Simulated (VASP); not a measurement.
# Pt (Pm-3m) in VASP: single point with r2SCAN

Aim: the single point of Pt with r2SCAN.

All numbers are computed with VASP 6.6.1; they aren't measurements. Logs are shortened: lines on timing, memory, paths and dates and some standing lists are left out, and cuts for length are marked.

## Step 1: The cell of the first run

The structure is cubic, space group Pm-3m (No. 221). Conventional cell: a = 2.603 Å, b = 2.603 Å, c = 2.603 Å, α = 90.00°, β = 90.00°, γ = 90.00°. Pt (site symmetry m-3m) has 6 Pt at 2.60 Å within 3.4 Å.

This isn't the form of Pt at room conditions, which is fcc.

## Step 2: Single point, r2SCAN, collinear spin

POSCAR reads:

```
Pt
1.0
    2.6033874488      0.0000000000      0.0000000000
    0.0000000000      2.6033874488      0.0000000000
    0.0000000000      0.0000000000      2.6033874488
Pt
1
Direct
    0.0000000000      0.0000000000      0.0000000000
```

INCAR.step1 reads:

```
SYSTEM = Pt
PREC     = Accurate       ! precision mode
ENCUT    = 550            ! plane-wave cutoff, eV
ISMEAR   = -1             ! smearing method
SIGMA    = 0.05           ! smearing width, eV
LREAL    = .False.        ! projectors in reciprocal space
LASPH    = .True.         ! aspherical terms in the spheres
NELM     = 200            ! most SCF steps
ISPIN    = 2              ! spin polarisation
MAGMOM   = 1              ! initial moments
LMAXMIX  = 4              ! l up to which the mixer works
NBANDS   = 15             ! bands
GGA      = PE             ! functional
ALGO     = Normal         ! electronic algorithm
EDIFF    = 1E-5           ! SCF threshold, eV
LWAVE    = .True.         ! write WAVECAR
LCHARG   = .False.        ! write CHGCAR
GGA_COMPAT= .False.
```

INCAR.step2 reads:

```
SYSTEM = Pt
PREC     = Accurate       ! precision mode
ENCUT    = 550            ! plane-wave cutoff, eV
EDIFF    = 1E-6           ! SCF threshold, eV
ISMEAR   = -1             ! smearing method
SIGMA    = 0.05           ! smearing width, eV
LREAL    = .False.        ! projectors in reciprocal space
LASPH    = .True.         ! aspherical terms in the spheres
NELM     = 200            ! most SCF steps
ALGO     = Normal         ! electronic algorithm
ISIF     = 2              ! what is computed and relaxed
LWAVE    = .False.        ! write WAVECAR
LCHARG   = .False.        ! write CHGCAR
ISPIN    = 2              ! spin polarisation
MAGMOM   = 1              ! initial moments
LORBIT   = 11             ! projections on sites
LMAXMIX  = 4              ! l up to which the mixer works
METAGGA  = R2SCAN         ! meta-GGA
LMIXTAU  = .True.       
NBANDS   = 15             ! bands
ISTART   = 1            
GGA_COMPAT= .False.
```

KPOINTS reads:

```
Automatic mesh
0
Gamma
  20 20 20
  0 0 0
```

Potentials or basis: VASP PAW PBE potentials, release 64 (Pt).

On the command line:

```console
$ cat potpaw_PBE.64/Pt/POTCAR > POTCAR
$ cp INCAR.step1 INCAR
$ mpirun -np 1 vasp_std > vasp.out
$ cp INCAR.step2 INCAR
$ mpirun -np 1 vasp_std > vasp.out
```

OUTCAR:

```text
SYSTEM = Pt
   PREC = Accurate
   ENCUT = 550
   EDIFF = 1E-6
   ISMEAR = -1
   LREAL = .False.
   LASPH = .True.
   NELM = 200
   ISIF = 2
   ISPIN = 2
   LORBIT = 11
   METAGGA = R2SCAN
   ISTART = 1

 ion  position               nearest neighbor table
   1  0.000  0.000  0.000-

  LATTYP: Found a simple cubic cell.
 ALAT       =     2.6033874488

  Lattice vectors:

 A1 = (   2.6033874488,   0.0000000000,   0.0000000000)
 A2 = (   0.0000000000,   2.6033874488,   0.0000000000)
 A3 = (   0.0000000000,   0.0000000000,   2.6033874488)

Analysis of symmetry for initial positions (statically):
=====================================================================
 Subroutine PRICEL returns:
 Original cell was already a primitive cell.

 Routine SETGRP: Setting up the symmetry group for a
 simple cubic supercell.

 Subroutine GETGRP returns: Found 48 space group operations
 (whereof 48 operations were pure point group operations)
 out of a pool of 48 trial point group operations.

The static configuration has the point symmetry O_h .

Analysis of symmetry for dynamics (positions and initial velocities):
=====================================================================
 Subroutine PRICEL returns:
 Original cell was already a primitive cell.

 Routine SETGRP: Setting up the symmetry group for a
 simple cubic supercell.

 Subroutine GETGRP returns: Found 48 space group operations
 (whereof 48 operations were pure point group operations)
 out of a pool of 48 trial point group operations.

The dynamic configuration has the point symmetry O_h .

Analysis of structural, dynamic, and magnetic symmetry:
=====================================================================
 Subroutine PRICEL returns:
 Original cell was already a primitive cell.

 Routine SETGRP: Setting up the symmetry group for a
 simple cubic supercell.

 Subroutine GETGRP returns: Found 48 space group operations
 (whereof 48 operations were pure point group operations)
 out of a pool of 48 trial point group operations.

The overall configuration has the point symmetry O_h .

 Subroutine INISYM returns: Found 48 space group operations
 (whereof 48 operations are pure point group operations),
 and found     1 'primitive' translations

----------------------------------------------------------------------------------------

                                     Primitive cell

  volume of cell :      17.6448

  direct lattice vectors                    reciprocal lattice vectors
     2.603387449  0.000000000  0.000000000     0.384114935  0.000000000  0.000000000
     0.000000000  2.603387449  0.000000000     0.000000000  0.384114935  0.000000000
     0.000000000  0.000000000  2.603387449     0.000000000  0.000000000  0.384114935

  length of vectors
     2.603387449  2.603387449  2.603387449     0.384114935  0.384114935  0.384114935

  position of ions in fractional coordinates (direct lattice)
     0.000000000  0.000000000  0.000000000

  ion indices of the primitive-cell ions
   primitive index   ion index
                 1           1

----------------------------------------------------------------------------------------

 KPOINTS: Automatic mesh

Automatic generation of k-mesh.
 Grid dimensions read from file:
 generate k-points for:   20   20   20

 Generating k-lattice:

  Cartesian coordinates                     Fractional coordinates (reciprocal lattice)
     0.019205747  0.000000000  0.000000000     0.050000000  0.000000000  0.000000000
     0.000000000  0.019205747  0.000000000     0.000000000  0.050000000  0.000000000
     0.000000000  0.000000000  0.019205747     0.000000000  0.000000000  0.050000000

  Length of vectors
     0.019205747  0.019205747  0.019205747

  Shift w.r.t. Gamma in fractional coordinates (k-lattice)
     0.000000000  0.000000000  0.000000000

 Subroutine IBZKPT returns following result:
 ===========================================

 Found    286 irreducible k-points:

 Following reciprocal coordinates:
            Coordinates               Weight
  0.000000  0.000000  0.000000      1.000000
  0.050000  0.000000  0.000000      6.000000
  0.100000  0.000000  0.000000      6.000000
  0.150000  0.000000  0.000000      6.000000
  0.200000  0.000000  0.000000      6.000000
  0.250000  0.000000  0.000000      6.000000
[... 16 lines left out ...]
  0.150000  0.100000  0.000000     24.000000
  0.200000  0.100000  0.000000     24.000000
 [... further k-points ...]
   k-points           NKPTS =    286   k-points in BZ     NKDIM =    286   number of bands    NBANDS=     15
   number of dos      NEDOS =    301   number of ions     NIONS =      1
   total plane-waves  NPLWV =   8000
   dimension x,y,z NGX =    20 NGY =   20 NGZ =   20
   dimension x,y,z NGXF=    40 NGYF=   40 NGZF=   40
   ions per type =               1
   NGX,Y,Z   is equivalent  to a cutoff of  12.77, 12.77, 12.77 a.u.
   NGXF,Y,Z  is equivalent  to a cutoff of  25.54, 25.54, 25.54 a.u.
 SYSTEM =  Pt
   PREC   = accura    normal or accurate (medium, high low for compatibility)
   ISTART =      1    job   : 0-new  1-cont  2-samecut
   ICHARG =      0    charge: 1-file 2-atom 10-const
   ISPIN  =      2    spin polarized calculation?
   LNONCOLLINEAR =      F non collinear calculations
   LSORBIT =      F    spin-orbit coupling
   LASPH  =      T    aspherical Exc in radial PAW
   ENCUT  =  550.0 eV  40.42 Ry    6.36 a.u.   4.98  4.98  4.98*2*pi/ulx,y,z
   NELM   =    200;   NELMIN=  2; NELMDL=  0     # of ELM steps
   EDIFF  = 0.1E-05   stopping-criterion for ELM
   LREAL  =      F    real-space projection
   EDIFFG = 0.1E-04   stopping-criterion for IOM
   NSW    =      0    number of steps for IOM
   IBRION =     -1    ionic relax: 0-MD 1-quasi-New 2-CG
   NFREE  =      0    steps in history (QN), initial steepest desc. (CG)
   ISIF   =      2    stress and relaxation
   ISYM   =      2    0-nonsym 1-usesym 2-fastsym
   POTIM  = 0.5000    time-step for ionic-motion
   TEBEG  =    0.0;   TEEND  =   0.0 temperature during run
   PSTRESS=    0.0 pullay stress
   NELECT =      10.0000    total number of electrons
   NUPDOWN=      -1.0000    fix difference up-down
   EMIN   =  10.00;   EMAX   =-10.00  energy-range for DOS
   EFERMI =   0.00;   METHOD = LEGACY
   ISMEAR =    -1;   SIGMA  =   0.05  broadening in eV -4-tet -1-fermi 0-gaus
   EFERMI_NEDOS =   21; number of points for ismear=-14 and -15
   IALGO  =     38    algorithm
   IMIX   =      4    mixing-type and parameters
     AMIX     =   0.40;   BMIX     =  1.00
     AMIX_MAG =   1.60;   BMIX_MAG =  1.00
  volume/ion in A,a.u.               =      17.64       119.07
  Fermi-wavevector in a.u.,A,eV,Ry     =   1.354782  2.560166 24.972592  1.835434
  Thomas-Fermi vector in A             =   2.481925
   LORBIT       =     11    0 simple, 1 ext, 2 COOP (PROOUT), +10 PAW based schemes
   METAGGA = R2SCAN    functional components
   LHFCALC =     F    Hartree Fock is set to
   AEXX    =    0.0000 exact exchange contribution
   IVDW    =     0    specifies the selected vdW correction
   LEPSILON=     F    determine dielectric tensor
   LRPA    =     F    only Hartree local field effects (RPA)
 spin polarized calculation
  energy-cutoff  :      550.00
  volume of cell :       17.64
 maximum number of plane-waves:       552
 NGX is ok and might be reduce to    20
   NGX =  9   NGY =  9   NGZ =  9

 number of electron      10.0000001 magnetization      -0.0000088

 number of electron      10.0000001 magnetization       0.0000003

 Free energy of the ion-electron system (eV)
  ---------------------------------------------------
  ext. energy  EPLUGINS =         0.00000000
  ---------------------------------------------------
  free energy    TOTEN  =       -51.07310754 eV

  energy without entropy =      -51.06144758  energy(sigma->0) =      -51.06727756

 E-fermi :   8.3197     XC(G=0): -13.3091

 val. band max:        8.3102784028   @ k =   0.5000   0.0500   0.0000
 cond. band min:       8.3230080847   @ k =   0.1000   0.1000   0.0000
 fundamental gap:      0.0127296819
 Fermi energy:         8.3196557389

 spin component 1

 k-point     1 :       0.0000    0.0000    0.0000
  band No.  band energies     occupation
      1      -0.4204      1.00000
      2       2.3219      1.00000
      3       2.3219      1.00000
      4       8.6047      0.00333
      5       8.6047      0.00333
      6       8.6047      0.00333
      7      24.3725      0.00000
      8      24.3725      0.00000
      9      24.3725      0.00000
     10      30.5923      0.00000
     11      33.3764      0.00000
     12      33.3764      0.00000
     13      37.3296      0.00000
     14      37.3296      0.00000
     15      37.3296      0.00000
[... 397 lines left out ...]
 k-point    24 :       0.2000    0.1000    0.0000
  band No.  band energies     occupation
      1       0.8946      1.00000
      2       2.7429      1.00000
      3       3.5744      1.00000
      4       7.4113      1.00000
      5       7.7282      0.99999
      6       8.4322      0.09521
      7      19.9935      0.00000
      8      24.2337      0.00000
      9      26.8119      0.00000
     10      29.7161      0.00000
     11      33.4724      0.00000
     12      36.4700      0.00000
     13      38.5925      0.00000
     14      39.4449      0.00000
     15      41.0962      0.00000

 [... further k-points ...]

 spin component 2

 k-point     1 :       0.0000    0.0000    0.0000
  band No.  band energies     occupation
      1      -0.4204      1.00000
      2       2.3219      1.00000
      3       2.3219      1.00000
      4       8.6047      0.00333
      5       8.6047      0.00333
      6       8.6047      0.00333
      7      24.3725      0.00000
      8      24.3725      0.00000
      9      24.3725      0.00000
     10      30.5923      0.00000
     11      33.3764      0.00000
     12      33.3764      0.00000
     13      37.3296      0.00000
     14      37.3296      0.00000
     15      37.3296      0.00000
[... 397 lines left out ...]
 k-point    24 :       0.2000    0.1000    0.0000
  band No.  band energies     occupation
      1       0.8946      1.00000
      2       2.7429      1.00000
      3       3.5744      1.00000
      4       7.4113      1.00000
      5       7.7282      0.99999
      6       8.4322      0.09521
      7      19.9935      0.00000
      8      24.2337      0.00000
      9      26.8119      0.00000
     10      29.7161      0.00000
     11      33.4724      0.00000
     12      36.4700      0.00000
     13      38.5925      0.00000
     14      39.4449      0.00000
     15      41.0962      0.00000

 [... further k-points ...]

------------------------ aborting loop because EDIFF is reached ----------------------------------------

  FORCE on cell =-STRESS in cart. coord.  units (eV):
  Direction    XX          YY          ZZ          XY          YZ          ZX
  --------------------------------------------------------------------------------------
  -------------------------------------------------------------------------------------
  Total        0.0602746      0.0602746      0.0602746      0.0000000      0.0000000     -0.0000000
  in kB        5.4730382      5.4730382      5.4730382      0.0000000      0.0000000     -0.0000000
  external PRESSURE =       5.4730382 kB  Pullay stress =       0.0000000 kB

 VOLUME and BASIS-vectors are now :
 -----------------------------------------------------------------------------
  energy-cutoff  :      550.00
  volume of cell :       17.64
      direct lattice vectors                 reciprocal lattice vectors
     2.603387449  0.000000000  0.000000000     0.384114935  0.000000000  0.000000000
     0.000000000  2.603387449  0.000000000     0.000000000  0.384114935  0.000000000
     0.000000000  0.000000000  2.603387449     0.000000000  0.000000000  0.384114935

 POSITION                                       TOTAL-FORCE (eV/Angst)
 -----------------------------------------------------------------------------------
      0.00000      0.00000      0.00000         0.000000      0.000000      0.000000
 -----------------------------------------------------------------------------------
    total drift:                               -0.000000      0.000000     -0.000000

  FREE ENERGIE OF THE ION-ELECTRON SYSTEM (eV)
  ---------------------------------------------------
  free  energy   TOTEN  =       -51.0731075402 eV

  energy  without entropy=      -51.0614475812  energy(sigma->0) =      -51.06727756

 total charge

# of ion       s       p       d       tot
------------------------------------------
    1        0.721   0.464   8.076   9.261

 magnetization (x)

# of ion       s       p       d       tot
------------------------------------------
    1        0.000  -0.000  -0.000  -0.000
```

Run time: 6.7 min. Hardware: 1 thread of Oxide Virtual Turin-like, shared host; peak memory 0.2 GiB.

Results:

```
Free energy                                           : -51.0731 eV
Pressure                                              : 0.5 GPa
Band gap on the k mesh                                : zero (filled and empty bands overlap)
Net moment                                            : 0.00 μB per cell
Valence electrons inside the program's atomic spheres : Pt 9.26
```

Levels at points of the mesh, in eV from the Fermi level:
Spin up:
```tsv
k point	band 2	band 3	band 4	band 5	band 6	band 7	band 8	band 9
(0.00, 0.00, 0.00)	-6.00	-6.00	0.29	0.29	0.29	16.05	16.05	16.05
(0.50, 0.00, 0.00)	-5.39	-2.01	-2.01	-0.33	0.51	4.84	17.49	20.66
(0.50, 0.50, 0.00)	-4.89	-1.59	-1.59	2.12	4.84	4.84	10.23	14.32
(0.50, 0.50, 0.50)	-5.14	-5.14	2.27	2.27	10.62	10.62	10.62	10.70
```
Spin down:
```tsv
k point	band 1	band 2	band 3	band 4	band 5	band 6	band 7	band 8	band 9	band 10
(0.00, 0.00, 0.00)	-8.74	-6.00	-6.00	0.29	0.29	0.29	16.05	16.05	16.05	22.27
(0.50, 0.00, 0.00)	-6.09	-5.39	-2.01	-2.01	-0.33	0.51	4.84	17.49	20.66	22.17
(0.50, 0.50, 0.00)	-6.16	-4.89	-1.59	-1.59	2.12	4.84	4.84	10.23	14.32	22.61
(0.50, 0.50, 0.50)	-5.14	-5.14	-5.14	2.27	2.27	10.62	10.62	10.62	10.70	17.78
```

Caveat: the PAW data sets were made with another functional, which shifts forces and pressure a little; spin-orbit coupling is left out, which moves the levels of the heavy elements.
